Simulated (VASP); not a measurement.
A run of VASP 6.6.1 is set up as follows.

The input INCAR:

```
SYSTEM = Mg4H
ALGO = Normal
DIPOL = 0.5 0.5 0.303
EDIFF = 1E-7
ENCUT = 520
GGA = PE
IDIPOL = 3
ISIF = 2
ISMEAR = 0
LASPH = .TRUE.
LCHARG = .TRUE.
LDIPOL = .TRUE.
LELF = .TRUE.
LREAL = .FALSE.
LVACPOTAV = .TRUE.
LVHAR = .TRUE.
LWAVE = .FALSE.
NBANDS = 20
NELM = 60
PREC = Accurate
SIGMA = 0.1
```

Contents of KPOINTS:

```
k-points
0
G
  4 5 1
  0 0 0
```

The input POSCAR:

```
Mg4H
1.0
    6.4201385733      0.0000000000      0.0000000000
    0.0000000000      5.1379129567      0.0000000000
    0.0000000000      0.0000000000     21.6644777330
Mg H
8 2
Direct
    0.0000000000      0.7500000000      0.1846340378
    0.5000000000      0.7500000000      0.1846340378
    0.2500000000      0.2500000000      0.2274076137
    0.7500000000      0.2500000000      0.2274076137
    0.2500000000      0.7500000000      0.3173234500
    0.7500000000      0.7500000000      0.3173234500
    0.0000000000      0.2500000000      0.3537808678
    0.5000000000      0.2500000000      0.3537808678
    0.5759383365      0.0833333333      0.4336350891
    0.9240616635      0.0833333333      0.4336350891
```

Potentials or basis: VASP PAW PBE potentials, release 64 (Mg, H).

Run with:

```sh
$ cat potpaw_PBE.64/Mg/POTCAR potpaw_PBE.64/H/POTCAR > POTCAR
$ mpirun -np 1 vasp_std > vasp.out
```

Task: What does it give for the band gap on the k mesh?

Result: Zero (bands 9 and 10 overlap by 0.98 eV).

Task: Predict the largest force.

Result: 1.182 eV/Å.

Forces in eV/Å, atoms in the order of the input:
```
Mg   0.021  0.065  0.232
Mg  -0.021  0.065  0.232
Mg   0.000 -0.101 -0.056
Mg   0.000 -0.059 -0.064
Mg   0.000  0.022 -0.053
Mg   0.000  0.124  0.107
Mg  -0.119 -0.270  0.893
Mg   0.119 -0.270  0.893
H   -0.397  0.212 -1.093
H    0.397  0.212 -1.093
```
